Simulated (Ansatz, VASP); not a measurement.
Two plane-wave programs on Sc

POSCAR

```
Sc
1.0
    3.3280716152      0.0000000000      0.0000000000
   -1.6640358076      2.8821945644      0.0000000000
    0.0000000000      0.0000000000      5.2121495536
Sc
2
Direct
    0.3333333333      0.6666666667      0.2500000000
    0.6666666667      0.3333333333      0.7500000000
```

Contents of INCAR.step1:

```
  ALGO = Normal
  EDIFF = 1E-4
  ENCUT = 520
  GGA = PE
  ISMEAR = -1
  LASPH = T
  LCHARG = F
  LREAL = F
  LWAVE = T
  NBANDS = 18
  NELM = 60
  PREC = Accurate
  SIGMA = 0.1
```

The input INCAR.step2:

```
  ALGO = Normal
  EDIFF = 1E-6
  ENCUT = 520
  ISIF = 2
  ISMEAR = -1
  ISTART = 1
  LASPH = T
  LCHARG = F
  LMIXTAU = T
  LREAL = F
  LWAVE = F
  METAGGA = R2SCAN
  NBANDS = 18
  NELM = 60
  PREC = Accurate
  SIGMA = 0.1
```

The input KPOINTS:

```
k-points
0
Gamma
  2 2 1
```

Input for Ansatz:

```yaml
crystal:
  lattice:
    - [3.3280716152, 0.0, 0.0]
    - [-1.6640358076, 2.8821945644, 0.0]
    - [0.0, 0.0, 5.2121495536]
  atoms:
    - { symbol: Sc, position: [0.3333333333, 0.6666666667, 0.25] }
    - { symbol: Sc, position: [0.6666666667, 0.3333333333, 0.75] }
hamiltonian:
  xc: r2scan
  pseudopotentials:
    kind: paw
    azcp:
      Sc: "pseudopotentials/Sc.paw.azcp"
basis:
  ecutwfc: 500
  fft_grid_basis: typed
kpoints:
  mp_grid: { grid: [2, 2, 1], shift: [0, 0, 0] }
magnetization:
  spin_polarized: false
scf:
  occupations: { method: fermi_dirac, width: 0.1 }
  lower_state_search: "off"
output:
  stress: true
  write_density: true
  write_potential: true
  elf: true
  volumetric_format: npy
```

Alike in both runs: task single point; functional r2SCAN; k mesh 2 × 2 × 1; occupations fermi-dirac, width 0.1 eV; no spin polarisation.

```csv
,VASP,Ansatz
version,VASP 6.6.1,Ansatz 0.2.0
potentials or method,"VASP PAW PBE potentials, release 64 (Sc_sv), cutoff 520 eV","plane waves (500 eV) with PAW, scalar-relativistic"
valence electrons in the cell,22,22
```

```tsv
	VASP	Ansatz	Ansatz less VASP
pressure (GPa)	-6.9	-7.0	-0.05
traceless stress, the component that is largest in VASP (GPa)	-7.54	-7.69	-0.153
```

VASP's potentials were made for PBE, not for r2SCAN.

The k mesh is coarse, so the values compare programs but aren't converged.
